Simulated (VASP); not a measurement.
Crystal: Ni.

```
CELL_PARAMETERS angstrom
0.00000 1.76194 1.76194
1.76194 0.00000 1.76194
1.76194 1.76194 0.00000
ATOMIC_POSITIONS crystal
Ni 0.00000 0.00000 0.00000
```

| Property | Result |
| --- | --- |
| Program | VASP 6.6.1 |
| Task | relaxation of cell and atoms |
| Functional | PBEsol |
| Potentials or basis | VASP PAW PBE potentials, release 64 (Ni) |
| Cutoff | 600 eV |
| k mesh | 11 × 11 × 11 |
| Occupations | fermi-dirac, width 0.1 eV |
| Spin | collinear spin, ferromagnetic start |
| Starting moments | [1.5] μB |

At the start: pressure -10.3 GPa; volume 10.94 Å³/atom.

Q: How do energy, volume and symmetry change on relaxing?

A: Over 3 steps the energy falls by 19.3 meV/atom and the volume is 10.38 Å³/atom (-5.1 %); space group Fm-3m (No. 225, to 0.05 Å); moment 0.57 μB per cell.

Step by step:
| step | energy change (eV) | largest force (eV/Å) | pressure (GPa) | volume (Å³) |
| --- | --- | --- | --- | --- |
| 1 | 0.0000 | 0.0000 | -10.32 | 10.94 |
| 2 | 0.0010 | 0.0000 | 13.26 | 9.86 |
| 3 | -0.0193 | 0.0000 | -0.02 | 10.38 |

Final structure:
```yaml
crystal:
  lattice:
    - [0.00000, 1.73145, 1.73145]
    - [1.73145, 0.00000, 1.73145]
    - [1.73145, 1.73145, 0.00000]
  atoms:
    - { symbol: Ni, position: [0.00000, 0.00000, 0.00000] }
```

Caveat: the PAW data sets were made with another functional, which shifts forces and pressure a little.
